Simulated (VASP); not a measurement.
Write the native input for VASP 6.6.1 that does the following.

```yaml
Task: single point
Functional: PBE
Potentials_or_basis: VASP PAW PBE potentials, release 64 (Na_pv, Cl)
Cutoff: 520 eV
k_mesh: 4 × 4 × 4
Occupations: gaussian, width 0.01 eV
Spin: no spin polarisation
Dipole_correction: no
Further_INCAR_settings: ALGO = Normal; EDIFF = 1e-06; NBANDS = 14
```

The structure of NaCl lies in POSCAR:

```
NaCl
1.0
   -0.0373693175      2.7653294919      2.7653294919
    2.7653294919     -0.0373693175      2.7653294919
    2.7653294919      2.7653294919     -0.0373693175
Na Cl
1 1
Direct
    0.0000000000      0.0000000000      0.0000000000
    0.5000000000      0.5000000000      0.5000000000
```

This cell differs from its parent crystal: strain along [111] -2.0%.

One way to write it, as run:

INCAR

```
  PREC = Accurate
  ENCUT = 520
  EDIFF = 1E-6
  ISMEAR = 0
  SIGMA = 0.01
  LREAL = F
  LASPH = T
  NELM = 100
  ALGO = Normal
  ISIF = 2
  LWAVE = F
  LCHARG = T
  GGA = PE
  LELF = T
  LVHAR = T
  NBANDS = 14
```

KPOINTS

```
Automatic mesh
0
Gamma
  4 4 4
```

Potentials or basis: VASP PAW PBE potentials, release 64 (Na_pv, Cl).

Launch:

```bash
$ cat potpaw_PBE.64/Na_pv/POTCAR potpaw_PBE.64/Cl/POTCAR > POTCAR
$ mpirun -np 1 vasp_std > vasp.out
```

Results of the run:

```yaml
Pressure: 1.9 GPa
Band_gap_on_the_k_mesh: 5.21 eV, direct
```

Caveat: the k points lie up to 0.49 Å⁻¹ apart; the cell differs from its parent crystal (strain along [111] -2.0%).

Run time: 19 s on 1 thread of AMD EPYC 7R13, with other jobs on the host, peak memory 0.13 GiB.
